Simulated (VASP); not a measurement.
# DyGaH4 (P6/mmm) in VASP: single point with PBE

Aim: the single point of DyGaH4 with PBE.

Program: VASP 6.6.1. These are calculated values, not measurements. Logs are shortened: lines on timing, memory, paths and dates and some standing lists are left out, and cuts for length are marked.

**1. The cell of the first run**

The structure is hexagonal, space group P6/mmm (No. 191). The conventional cell has a = 3.536 Å, b = 3.536 Å, c = 5.781 Å, α = 90.00°, β = 90.00°, γ = 120.00°. Dy (site symmetry 6/mmm) has 12 H at 2.32 Å and 2 Ga at 2.89 Å within 3.1 Å. Within 3.6 Å of Ga (site symmetry 6/mmm) lie 12 H at 2.72 Å and 2 Dy at 2.89 Å and 6 Ga at 3.54 Å. Within 2.8 Å of H (site symmetry 3m) lie 4 H at 2.04 to 2.19 Å and 3 Dy at 2.32 Å and 3 Ga at 2.72 Å.

**2. Single point, PBE**

Input file POSCAR:

```
DyGaH4
1.0
    3.5359563189      0.0000000000      0.0000000000
   -1.7679781594      3.0622279989      0.0000000000
    0.0000000000      0.0000000000      5.7810651681
Dy Ga H
1 1 4
Direct
    0.0000000000      0.0000000000      0.5000000000
    0.0000000000      0.0000000000      0.0000000000
    0.3333333333      0.6666666667      0.3104570476
    0.6666666667      0.3333333333      0.3104570476
    0.6666666667      0.3333333333      0.6895429524
    0.3333333333      0.6666666667      0.6895429524
```

Input file INCAR.step1:

```
SYSTEM = DyGaH4
PREC     = Accurate       ! precision mode
ENCUT    = 400            ! plane-wave cutoff, eV
EDIFF    = 1E-6           ! SCF threshold, eV
ISMEAR   = 0              ! smearing method
SIGMA    = 0.1            ! smearing width, eV
LREAL    = .False.        ! projectors in reciprocal space
LASPH    = .True.         ! aspherical terms in the spheres
NELM     = 200            ! most SCF steps
ALGO     = Normal         ! electronic algorithm
ISIF     = 2              ! what is computed and relaxed
LWAVE    = .False.        ! write WAVECAR
LCHARG   = .True.         ! write CHGCAR
LMAXMIX  = 6              ! l up to which the mixer works
GGA      = PE             ! functional
NBANDS   = 22             ! bands
GGA_COMPAT= .False.      
NEDOS    = 2001           ! points of the DOS
LORBIT   = 11             ! projections on sites
```

Input file KPOINTS.step1:

```
Automatic mesh
0
Gamma
  12 12 8
  0 0 0
```

Input file INCAR.step2:

```
SYSTEM = DyGaH4
PREC     = Accurate       ! precision mode
ENCUT    = 400            ! plane-wave cutoff, eV
EDIFF    = 1E-6           ! SCF threshold, eV
ISMEAR   = -5             ! smearing method
SIGMA    = 0.1            ! smearing width, eV
LREAL    = .False.        ! projectors in reciprocal space
LASPH    = .True.         ! aspherical terms in the spheres
NELM     = 200            ! most SCF steps
ALGO     = Normal         ! electronic algorithm
ISIF     = 2              ! what is computed and relaxed
LWAVE    = .False.        ! write WAVECAR
LCHARG   = .False.        ! write CHGCAR
LMAXMIX  = 6              ! l up to which the mixer works
GGA      = PE             ! functional
LORBIT   = 11             ! projections on sites
NBANDS   = 22             ! bands
NEDOS    = 2001           ! points of the DOS
ICHARG   = 11             ! starting density
GGA_COMPAT= .False.
```

Input file KPOINTS.step2:

```
Automatic mesh
0
Gamma
  18 18 12
  0 0 0
```

Potentials or basis: VASP PAW PBE potentials, release 64 (Dy_3, Ga_d, H), 4f in core.

Started as:

```console
> cat potpaw_PBE.64/Dy_3/POTCAR potpaw_PBE.64/Ga_d/POTCAR potpaw_PBE.64/H/POTCAR > POTCAR
> cp INCAR.step1 INCAR
> cp KPOINTS.step1 KPOINTS
> mpirun -np 1 vasp_std > vasp.out
> cp INCAR.step2 INCAR
> cp KPOINTS.step2 KPOINTS
> mpirun -np 1 vasp_std > vasp.out
```

OUTCAR:

```text
SYSTEM = DyGaH4
   PREC = Accurate
   ENCUT = 400
   EDIFF = 1E-6
   ISMEAR = -5
   LREAL = .False.
   LASPH = .True.
   NELM = 200
   ISIF = 2
   GGA = PE
   LORBIT = 11
   ICHARG = 11

 ion  position               nearest neighbor table
   1  0.000  0.000  0.500-   3 2.32   4 2.32   5 2.32   6 2.32   4 2.32   5 2.32   3 2.32   6 2.32
                             4 2.32   5 2.32   3 2.32   6 2.32   2 2.89   2 2.89
   2  0.000  0.000  0.000-   1 2.89   1 2.89
   3  0.333  0.667  0.310-   1 2.32   1 2.32   1 2.32
   4  0.667  0.333  0.310-   1 2.32   1 2.32   1 2.32
   5  0.667  0.333  0.690-   1 2.32   1 2.32   1 2.32
   6  0.333  0.667  0.690-   1 2.32   1 2.32   1 2.32

  LATTYP: Found a hexagonal cell.
 ALAT       =     3.5359563189
 C/A-ratio  =     1.6349368167

  Lattice vectors:

 A1 = (   3.5359563189,   0.0000000000,   0.0000000000)
 A2 = (  -1.7679781594,   3.0622279989,   0.0000000000)
 A3 = (   0.0000000000,   0.0000000000,   5.7810651681)

Analysis of symmetry for initial positions (statically):
=====================================================================
 Subroutine PRICEL returns:
 Original cell was already a primitive cell.

 Routine SETGRP: Setting up the symmetry group for a
 hexagonal supercell.

 Subroutine GETGRP returns: Found 24 space group operations
 (whereof 24 operations were pure point group operations)
 out of a pool of 24 trial point group operations.

The static configuration has the point symmetry D_6h.

Analysis of symmetry for dynamics (positions and initial velocities):
=====================================================================
 Subroutine PRICEL returns:
 Original cell was already a primitive cell.

 Routine SETGRP: Setting up the symmetry group for a
 hexagonal supercell.

 Subroutine GETGRP returns: Found 24 space group operations
 (whereof 24 operations were pure point group operations)
 out of a pool of 24 trial point group operations.

The dynamic configuration has the point symmetry D_6h.

 Subroutine INISYM returns: Found 24 space group operations
 (whereof 24 operations are pure point group operations),
 and found     1 'primitive' translations

----------------------------------------------------------------------------------------

                                     Primitive cell

  volume of cell :      62.5968

[... 111 lines left out ...]
   EMIN   =  10.00;   EMAX   =-10.00  energy-range for DOS
   EFERMI =   0.00;   METHOD = LEGACY
   ISMEAR =    -5;   SIGMA  =   0.10  broadening in eV -4-tet -1-fermi 0-gaus
   EFERMI_NEDOS =   21; number of points for ismear=-14 and -15
   IALGO  =     38    algorithm
   IMIX   =      4    mixing-type and parameters
     AMIX     =   0.40;   BMIX     =  1.00
     AMIX_MAG =   1.60;   BMIX_MAG =  1.00
  volume/ion in A,a.u.               =      10.43        70.40
  Fermi-wavevector in a.u.,A,eV,Ry     =   1.221467  2.308239 20.299653  1.491982
  Thomas-Fermi vector in A             =   2.356649
   LORBIT       =     11    0 simple, 1 ext, 2 COOP (PROOUT), +10 PAW based schemes
   GGA     = PE    functional components
   LHFCALC =     F    Hartree Fock is set to
   AEXX    =    0.0000 exact exchange contribution
   IVDW    =     0    specifies the selected vdW correction
   LEPSILON=     F    determine dielectric tensor
   LRPA    =     F    only Hartree local field effects (RPA)
 non-spin polarized calculation
 Fermi weights with tetrahedron method with Bloechl corrections
  energy-cutoff  :      400.00
  volume of cell :       62.60
 maximum number of plane-waves:      1170
 NGX is ok and might be reduce to    24

 number of electron      26.0000028 magnetization

 Free energy of the ion-electron system (eV)
  ---------------------------------------------------
  ext. energy  EPLUGINS =         0.00000000
  ---------------------------------------------------
  free energy    TOTEN  =       -20.79492436 eV

  energy without entropy =      -20.79492436  energy(sigma->0) =      -20.79492436

 E-fermi :   3.4134     XC(G=0): -10.2835

 val. band max:        3.5037132643   @ k =   0.0556  -0.0000   0.3333
 cond. band min:       3.4097150383   @ k =   0.3889   0.1667   0.3333
 fundamental gap:     -0.0939982260
 Fermi energy:         3.4134001738

 k-point     1 :       0.0000    0.0000    0.0000
  band No.  band energies     occupation
      1     -19.3761      2.00000
      2     -18.8675      2.00000
      3     -18.8675      2.00000
      4     -12.1338      2.00000
      5     -12.1338      2.00000
      6     -12.0931      2.00000
[... 589 lines left out ...]
     21      11.0708      0.00000
     22      11.8028      0.00000

 [... further k-points ...]

------------------------ aborting loop because EDIFF is reached ----------------------------------------

  FORCE on cell =-STRESS in cart. coord.  units (eV):
  Direction    XX          YY          ZZ          XY          YZ          ZX
  --------------------------------------------------------------------------------------
  -------------------------------------------------------------------------------------
  Total        0.1530854      0.1530854     -0.2650759      0.0000000     -0.0000000      0.0000000
  in kB        3.9182498      3.9182498     -6.7846672      0.0000000     -0.0000000      0.0000000
  external PRESSURE =       0.3506108 kB  Pullay stress =       0.0000000 kB

 VOLUME and BASIS-vectors are now :
 -----------------------------------------------------------------------------
  energy-cutoff  :      400.00
  volume of cell :       62.60
      direct lattice vectors                 reciprocal lattice vectors
     3.535956319  0.000000000  0.000000000     0.282808923  0.163279808  0.000000000
    -1.767978159  3.062227999  0.000000000     0.000000000  0.326559616  0.000000000
     0.000000000  0.000000000  5.781065168     0.000000000  0.000000000  0.172978503

 POSITION                                       TOTAL-FORCE (eV/Angst)
 -----------------------------------------------------------------------------------
      0.00000      0.00000      2.89053         0.000000     -0.000000      0.000000
      0.00000      0.00000      0.00000         0.000000     -0.000000      0.000000
     -0.00000      2.04149      1.79477        -0.000000      0.000000     -0.022137
      1.76798      1.02074      1.79477         0.000000     -0.000000     -0.022137
      1.76798      1.02074      3.98629         0.000000     -0.000000      0.022137
     -0.00000      2.04149      3.98629        -0.000000      0.000000      0.022137
 -----------------------------------------------------------------------------------
    total drift:                                0.000000      0.000000     -0.000000

  FREE ENERGIE OF THE ION-ELECTRON SYSTEM (eV)
  ---------------------------------------------------
  free  energy   TOTEN  =       -20.7949243574 eV

  energy  without entropy=      -20.7949243574  energy(sigma->0) =      -20.79492436

 total charge

# of ion       s       p       d       tot
------------------------------------------
    1        0.289   6.642   1.455   8.386
    2        1.165   0.343   9.940  11.448
    3        0.494   0.007   0.000   0.501
    4        0.494   0.007   0.000   0.501
    5        0.494   0.007   0.000   0.501
    6        0.494   0.007   0.000   0.501
--------------------------------------------------
tot          3.429   7.014  11.395  21.837
```

OUTCAR.step1:

```text
SYSTEM = DyGaH4
   PREC = Accurate
   ENCUT = 400
   EDIFF = 1E-6
   ISMEAR = 0
   LREAL = .False.
   LASPH = .True.
   NELM = 200
   ISIF = 2
   GGA = PE
[... 844 lines left out ...]
  ---------------------------------------------------
  free  energy   TOTEN  =       -20.8008091470 eV

  energy  without entropy=      -20.7963064432  energy(sigma->0) =      -20.79855780

 total charge

# of ion       s       p       d       tot
------------------------------------------
    1        0.288   6.641   1.452   8.381
    2        1.165   0.338   9.940  11.443
    3        0.495   0.007   0.000   0.502
    4        0.495   0.007   0.000   0.502
    5        0.495   0.007   0.000   0.502
    6        0.495   0.007   0.000   0.502
--------------------------------------------------
tot          3.434   7.008  11.392  21.834
```

OSZICAR.step1:

```text
N       E                     dE             d eps       ncg     rms          rms(c)
DAV:   1     0.112638663446E+03    0.11264E+03   -0.10959E+04  4474   0.127E+03
DAV:   2    -0.116357218611E+02   -0.12427E+03   -0.11964E+03  4284   0.324E+02
DAV:   3    -0.223892657373E+02   -0.10754E+02   -0.10597E+02  5276   0.785E+01
DAV:   4    -0.226067325891E+02   -0.21747E+00   -0.21707E+00  4836   0.115E+01
DAV:   5    -0.226109084195E+02   -0.41758E-02   -0.41751E-02  5350   0.165E+00    0.281E+01
DAV:   6    -0.209922028638E+02    0.16187E+01   -0.27211E+00  4988   0.940E+00    0.166E+01
DAV:   7    -0.208287248094E+02    0.16348E+00   -0.21335E+00  4822   0.529E+00    0.225E+00
DAV:   8    -0.208027662797E+02    0.25959E-01   -0.47244E-01  4744   0.375E+00    0.857E-01
DAV:   9    -0.208005425411E+02    0.22237E-02   -0.23086E-02  4972   0.104E+00    0.225E-01
DAV:  10    -0.208007901008E+02   -0.24756E-03   -0.31471E-03  5176   0.391E-01    0.105E-01
DAV:  11    -0.208008250579E+02   -0.34957E-04   -0.68604E-04  4928   0.190E-01    0.344E-02
DAV:  12    -0.208008077533E+02    0.17305E-04   -0.11998E-04  4812   0.510E-02    0.135E-02
DAV:  13    -0.208008088667E+02   -0.11134E-05   -0.74535E-06  4004   0.170E-02    0.367E-03
DAV:  14    -0.208008091470E+02   -0.28032E-06   -0.11600E-06  3064   0.684E-03
   1 F= -.20800809E+02 E0= -.20798558E+02  d E =-.450270E-02
```

It took 1.7 min on 1 thread of Intel Xeon 6975P-C (Granite Rapids), shared host; peak memory 0.35 GiB.

What came out:

```yaml
Valence_electrons_inside_the_program's_atomic_spheres: Dy 8.39; Ga 11.45; H 0.50
```

Caveat: spin-orbit coupling is left out, which moves the levels of the heavy elements; the 4f electrons are frozen in the core, so they carry no moment and show no levels. Spin polarisation is off, so any magnetic state and its effect on volume and gap are missing.
